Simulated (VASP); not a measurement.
# Ta (Fm-3m) in VASP: a series of runs

Runs on Ta. Level: PBE. Tasks: single point, relaxation of cell and atoms.

All numbers are computed with VASP 6.6.1; they aren't measurements. Logs are shortened: lines on timing, memory, paths and dates and some standing lists are left out, and cuts for length are marked.

## Step 1: The cell of the first run

Symmetry: Fm-3m, No. 225, cubic system. The conventional cell has a = 4.279 Å, b = 4.279 Å, c = 4.279 Å, α = 90.00°, β = 90.00°, γ = 90.00°. Ta (site symmetry m-3m) has 12 Ta at 3.03 Å within 4.0 Å.

## Step 2: Single point, PBE (volume scaled by 1.04)

Input file INCAR:

```
SYSTEM = Ta
ALGO     = Normal         ! electronic algorithm
EDIFF    = 1E-7           ! SCF threshold, eV
ENCUT    = 520            ! plane-wave cutoff, eV
GGA      = PE             ! functional
ISIF     = 2              ! what is computed and relaxed
ISMEAR   = -1             ! smearing method
LASPH    = .True.         ! aspherical terms in the spheres
LCHARG   = .False.        ! write CHGCAR
LREAL    = .False.        ! projectors in reciprocal space
LWAVE    = .False.        ! write WAVECAR
NBANDS   = 12             ! bands
NELM     = 60             ! most SCF steps
PREC     = Accurate       ! precision mode
SIGMA    = 0.1            ! smearing width, eV
```

Input file KPOINTS:

```
k-points
0
Gamma
  14 14 14
  0 0 0
```

Input file POSCAR:

```
Ta
1.0
    0.0000000000      2.1392873928      2.1392873928
    2.1392873928      0.0000000000      2.1392873928
    2.1392873928      2.1392873928      0.0000000000
Ta
1
Direct
    0.0000000000      0.0000000000      0.0000000000
```

Potentials or basis: VASP PAW PBE potentials, release 64 (Ta_pv).

Started as:

```sh
$ cat potpaw_PBE.64/Ta_pv/POTCAR > POTCAR
$ mpirun -np 1 vasp_std > vasp.out
```

OUTCAR:

```text
SYSTEM = Ta
   EDIFF = 1E-7
   ENCUT = 520
   GGA = PE
   ISIF = 2
   ISMEAR = -1
   LASPH = .True.
   LREAL = .False.
   NELM = 60
   PREC = Accurate

 ion  position               nearest neighbor table
   1  0.000  0.000  0.000-

  LATTYP: Found a face centered cubic cell.
 ALAT       =     4.2785747856

  Lattice vectors:

 A1 = (   0.0000000000,   2.1392873928,   2.1392873928)
 A2 = (   2.1392873928,   0.0000000000,   2.1392873928)
 A3 = (   2.1392873928,   2.1392873928,   0.0000000000)

Analysis of symmetry for initial positions (statically):
=====================================================================
 Subroutine PRICEL returns:
 Original cell was already a primitive cell.

 Routine SETGRP: Setting up the symmetry group for a
 face centered cubic supercell.

 Subroutine GETGRP returns: Found 48 space group operations
 (whereof 48 operations were pure point group operations)
 out of a pool of 48 trial point group operations.

The static configuration has the point symmetry O_h .

Analysis of symmetry for dynamics (positions and initial velocities):
=====================================================================
 Subroutine PRICEL returns:
 Original cell was already a primitive cell.

 Routine SETGRP: Setting up the symmetry group for a
 face centered cubic supercell.

 Subroutine GETGRP returns: Found 48 space group operations
 (whereof 48 operations were pure point group operations)
 out of a pool of 48 trial point group operations.

The dynamic configuration has the point symmetry O_h .

 Subroutine INISYM returns: Found 48 space group operations
 (whereof 48 operations are pure point group operations),
 and found     1 'primitive' translations

----------------------------------------------------------------------------------------

                                     Primitive cell

  volume of cell :      19.5811

  direct lattice vectors                    reciprocal lattice vectors
     0.000000000  2.139287393  2.139287393    -0.233722688  0.233722688  0.233722688
     2.139287393  0.000000000  2.139287393     0.233722688 -0.233722688  0.233722688
     2.139287393  2.139287393  0.000000000     0.233722688  0.233722688 -0.233722688

  length of vectors
     3.025409245  3.025409245  3.025409245     0.404819571  0.404819571  0.404819571

  position of ions in fractional coordinates (direct lattice)
     0.000000000  0.000000000  0.000000000

  ion indices of the primitive-cell ions
   primitive index   ion index
                 1           1

[... 67 lines left out ...]
   LSORBIT =      F    spin-orbit coupling
   LASPH  =      T    aspherical Exc in radial PAW
   ENCUT  =  520.0 eV  38.22 Ry    6.18 a.u.   5.63  5.63  5.63*2*pi/ulx,y,z
   NELM   =     60;   NELMIN=  2; NELMDL= -5     # of ELM steps
   EDIFF  = 0.1E-06   stopping-criterion for ELM
   LREAL  =      F    real-space projection
   EDIFFG = 0.1E-05   stopping-criterion for IOM
   NSW    =      0    number of steps for IOM
   IBRION =     -1    ionic relax: 0-MD 1-quasi-New 2-CG
   NFREE  =      0    steps in history (QN), initial steepest desc. (CG)
   ISIF   =      2    stress and relaxation
   ISYM   =      2    0-nonsym 1-usesym 2-fastsym
   POTIM  = 0.5000    time-step for ionic-motion
   TEBEG  =    0.0;   TEEND  =   0.0 temperature during run
   PSTRESS=    0.0 pullay stress
   NELECT =      11.0000    total number of electrons
   NUPDOWN=      -1.0000    fix difference up-down
   EMIN   =  10.00;   EMAX   =-10.00  energy-range for DOS
   EFERMI =   0.00;   METHOD = LEGACY
   ISMEAR =    -1;   SIGMA  =   0.10  broadening in eV -4-tet -1-fermi 0-gaus
   EFERMI_NEDOS =   21; number of points for ismear=-14 and -15
   IALGO  =     38    algorithm
   IMIX   =      4    mixing-type and parameters
     AMIX     =   0.40;   BMIX     =  1.00
     AMIX_MAG =   1.60;   BMIX_MAG =  1.00
  volume/ion in A,a.u.               =      19.58       132.14
  Fermi-wavevector in a.u.,A,eV,Ry     =   1.350807  2.552655 24.826268  1.824679
  Thomas-Fermi vector in A             =   2.478281
   LORBIT       =      0    0 simple, 1 ext, 2 COOP (PROOUT), +10 PAW based schemes
   GGA     = PE    functional components
[... 5 lines left out ...]
 non-spin polarized calculation
  energy-cutoff  :      520.00
  volume of cell :       19.58
 maximum number of plane-waves:       544
   NGX = 11   NGY = 11   NGZ = 11

 number of electron      10.9999999 magnetization

 Free energy of the ion-electron system (eV)
  ---------------------------------------------------
  ext. energy  EPLUGINS =         0.00000000
  ---------------------------------------------------
  free energy    TOTEN  =       -11.57685010 eV

  energy without entropy =      -11.53359431  energy(sigma->0) =      -11.55522220

 E-fermi :   5.1967     XC(G=0): -12.2003

 val. band max:        5.1889374521   @ k =   0.3571   0.2143   0.0000
 cond. band min:       5.2118837402   @ k =  -0.0714   0.0714   0.0000
 fundamental gap:      0.0229462881
 Fermi energy:         5.1967179149

 k-point     1 :       0.0000    0.0000    0.0000
  band No.  band energies     occupation
      1     -28.5968      2.00000
      2     -28.5968      2.00000
      3     -28.5968      2.00000
      4      -2.7632      2.00000
      5       5.6415      0.02314
      6       5.6415      0.02314
      7       5.6415      0.02314
      8       8.4703      0.00000
      9       8.4703      0.00000
     10      17.5231      0.00000
     11      19.1822      0.00000
     12      22.1813      0.00000
[... 331 lines left out ...]
 k-point    24 :       0.2857    0.1429    0.0000
  band No.  band energies     occupation
      1     -29.0436      2.00000
      2     -28.7178      2.00000
      3     -28.7088      2.00000
      4      -0.3175      2.00000
      5       3.9916      1.99999
      6       5.7770      0.00602
      7       6.6475      0.00000
      8       7.8332      0.00000
      9       9.4000      0.00000
     10      18.7927      0.00000
     11      19.1917      0.00000
     12      21.6182      0.00000

 [... further k-points ...]
[... 5 lines left out ...]
  --------------------------------------------------------------------------------------
  -------------------------------------------------------------------------------------
  Total       -0.8373479     -0.8373479     -0.8373479     -0.0000000      0.0000000     -0.0000000
  in kB      -68.5139673    -68.5139673    -68.5139673     -0.0000000      0.0000000     -0.0000000
  external PRESSURE =     -68.5139673 kB  Pullay stress =       0.0000000 kB

 VOLUME and BASIS-vectors are now :
 -----------------------------------------------------------------------------
  energy-cutoff  :      520.00
  volume of cell :       19.58
      direct lattice vectors                 reciprocal lattice vectors
     0.000000000  2.139287393  2.139287393    -0.233722688  0.233722688  0.233722688
     2.139287393  0.000000000  2.139287393     0.233722688 -0.233722688  0.233722688
     2.139287393  2.139287393  0.000000000     0.233722688  0.233722688 -0.233722688

 POSITION                                       TOTAL-FORCE (eV/Angst)
 -----------------------------------------------------------------------------------
      0.00000      0.00000      0.00000         0.000000      0.000000     -0.000000
 -----------------------------------------------------------------------------------
    total drift:                               -0.000000      0.000000      0.000000

  FREE ENERGIE OF THE ION-ELECTRON SYSTEM (eV)
  ---------------------------------------------------
  free  energy   TOTEN  =       -11.5768500954 eV

  energy  without entropy=      -11.5335943133  energy(sigma->0) =      -11.55522220
```

stdout:

```text
POSCAR found type information on POSCAR Ta
 POSCAR found :  1 types and       1 ions
 scaLAPACK will be used
 LDA part: xc-table for (Slater+PW92), standard interpolation
 POSCAR, INCAR and KPOINTS ok, starting setup
 FFT: planning ... GRIDC
 FFT: planning ... GRID_SOFT
 FFT: planning ... GRID
 WAVECAR not read
 entering main loop
```

It took 13 s on 1 thread of Intel Xeon Platinum 8259CL at 2.50GHz (Skylake/Cascade Lake), shared host; peak memory 0.15 GiB.

What came out:

| Item | Value |
| --- | --- |
| Free energy | -11.5769 eV |
| Pressure | -6.9 GPa |

Caveat: the cell differs from its parent crystal (volume scaled by 1.04); spin-orbit coupling is left out, which moves the levels of the heavy elements.

## Step 3: Single point, PBE (volume scaled by 1.08)

Input file INCAR:

```
  ALGO = Normal
  EDIFF = 1E-6
  ENCUT = 520
  GGA = PE
  ISIF = 2
  ISMEAR = -1
  LASPH = T
  LCHARG = F
  LREAL = F
  LWAVE = F
  NBANDS = 12
  NELM = 100
  PREC = Accurate
  SIGMA = 0.1
```

Input file KPOINTS:

```
k-points
0
Gamma
  14 14 14
```

Input file POSCAR:

```
Ta
1.0
    0.0000000000      2.1663698551      2.1663698551
    2.1663698551      0.0000000000      2.1663698551
    2.1663698551      2.1663698551      0.0000000000
Ta
1
Direct
    0.0000000000      0.0000000000      0.0000000000
```

Potentials or basis: VASP PAW PBE potentials, release 64 (Ta_pv).

Started as:

```sh
$ cat potpaw_PBE.64/Ta_pv/POTCAR > POTCAR
$ mpirun -np 1 vasp_std > vasp.out
```

Run time: 13 s. Hardware: 1 thread of Intel Xeon Platinum 8259CL at 2.50GHz (Skylake/Cascade Lake), shared host; peak memory 0.16 GiB.

Results (log left out):

```
Free energy : -11.5309 eV
Pressure    : -12.6 GPa
```

Levels at points of the mesh, in eV from the Fermi level:
| k point | band 3 | band 4 | band 5 | band 6 | band 7 | band 8 |
| --- | --- | --- | --- | --- | --- | --- |
| (0.00, 0.00, 0.00) | -33.93 | -7.79 | 0.45 | 0.45 | 0.45 | 3.13 |
| (0.50, 0.00, 0.00) | -34.03 | -4.31 | 0.26 | 0.26 | 0.44 | 5.21 |
| (0.50, 0.50, 0.00) | -34.21 | -3.97 | -2.98 | 2.47 | 5.19 | 5.81 |

Caveat: the cell differs from its parent crystal (volume scaled by 1.08); spin-orbit coupling is left out, which moves the levels of the heavy elements.

## Step 4: Single point, PBE (volume scaled by 1.12)

Input file INCAR:

```
SYSTEM = Ta
ALGO = Normal
EDIFF = 1E-7
ENCUT = 520
GGA = PE
ISIF = 2
ISMEAR = -1
LASPH = .True.
LCHARG = .False.
LREAL = .False.
LWAVE = .False.
NBANDS = 12
NELM = 100
PREC = Accurate
SIGMA = 0.1
```

Input file KPOINTS:

```
k-points
0
Gamma
  14 14 14
  0 0 0
```

Input file POSCAR:

```
Ta
1.0
    0.0000000000      2.1927916037      2.1927916037
    2.1927916037      0.0000000000      2.1927916037
    2.1927916037      2.1927916037      0.0000000000
Ta
1
Direct
    0.0000000000      0.0000000000      0.0000000000
```

Started as:

```sh
$ cat potpaw_PBE.64/Ta_pv/POTCAR > POTCAR
$ mpirun -np 1 vasp_std > vasp.out
```

Run time: 14 s. Hardware: 1 thread of Intel Xeon Platinum 8259CL at 2.50GHz (Skylake/Cascade Lake), shared host; peak memory 0.15 GiB.

The run converged. Its results:

```
Free energy : -11.4603 eV
Pressure    : -17.4 GPa
```

Levels at points of the mesh, in eV from the Fermi level:
| k point | band 2 | band 3 | band 4 | band 5 | band 6 | band 7 | band 8 | band 9 |
| --- | --- | --- | --- | --- | --- | --- | --- | --- |
| (0.00, 0.00, 0.00) | -34.06 | -34.06 | -7.63 | 0.45 | 0.45 | 0.45 | 3.00 | 3.00 |
| (0.50, 0.00, 0.00) | -34.15 | -34.15 | -4.17 | 0.28 | 0.28 | 0.36 | 4.97 | 4.97 |
| (0.50, 0.50, 0.00) | -34.31 | -34.31 | -3.79 | -2.83 | 2.31 | 4.95 | 5.53 | 5.53 |

Caveat: the cell differs from its parent crystal (volume scaled by 1.12); spin-orbit coupling is left out, which moves the levels of the heavy elements.

## Step 5: Relaxation of cell and atoms, PBE

This run uses another cell than the first one, of 18.06 Å³/atom, 0.922 times its volume.

Input file INCAR:

```
SYSTEM = Ta
PREC = Accurate
ENCUT = 600
EDIFF = 1E-7
ISMEAR = -1
SIGMA = 0.1
LREAL = .False.
LASPH = .True.
NELM = 100
ALGO = Normal
ISIF = 3
LWAVE = .False.
LCHARG = .False.
GGA = PE
IBRION = 2
NSW = 80
EDIFFG = -0.01
```

Input file KPOINTS:

```
regular mesh
0
Gamma
  13 13 13
  0 0 0
```

Input file POSCAR:

```
Ta
1.0
    0.0000000000      2.0825235034      2.0825235034
    2.0825235034      0.0000000000      2.0825235034
    2.0825235034      2.0825235034      0.0000000000
Ta
1
Direct
    0.0000000000      0.0000000000      0.0000000000
```

Started as:

```sh
$ cat potpaw_PBE.64/Ta_pv/POTCAR > POTCAR
$ mpirun -np 1 vasp_std > vasp.out
```

Wall time 24 s (1 thread of Intel Xeon Platinum 8259CL at 2.50GHz (Skylake/Cascade Lake), shared host); peak memory 0.16 GiB.

Results (log left out):

```
Free energy                            : -11.5967 eV
Relaxed volume                         : 18.84 Å³/atom
Relaxed cell                           : a = 2.986 Å, b = 2.986 Å, c = 2.986 Å, α = 60.00°, β = 60.00°, γ = 60.00°
Space group after relaxing (to 0.05 Å) : Fm-3m (No. 225)
Energy gained by relaxing              : 20.2 meV/atom
Ionic steps                            : 4
Pressure after relaxing                : 0.0 GPa
```

The path:
```
step  energy change (eV)  largest force (eV/Å)  pressure (GPa)  volume (Å³)
   1              0.0000                0.0000            8.68        18.06
   2              0.0793                0.0000          -15.42        20.74
   3             -0.0201                0.0000           -0.27        18.86
   4             -0.0202                0.0000           -0.01        18.84
```

Final structure:
```
CELL_PARAMETERS angstrom
0.00000 2.11177 2.11177
2.11177 0.00000 2.11177
2.11177 2.11177 0.00000
ATOMIC_POSITIONS crystal
Ta 0.00000 0.00000 0.00000
```

Levels at points of the mesh, in eV from the Fermi level:
```tsv
k point	band 2	band 3	band 4	band 5	band 6	band 7	band 8	band 9
(0.00, 0.00, 0.00)	-33.64	-33.64	-8.12	0.44	0.44	0.44	3.43	3.43
```

Caveat: spin-orbit coupling is left out, which moves the levels of the heavy elements.

(Part 1 of 2 ends here.)
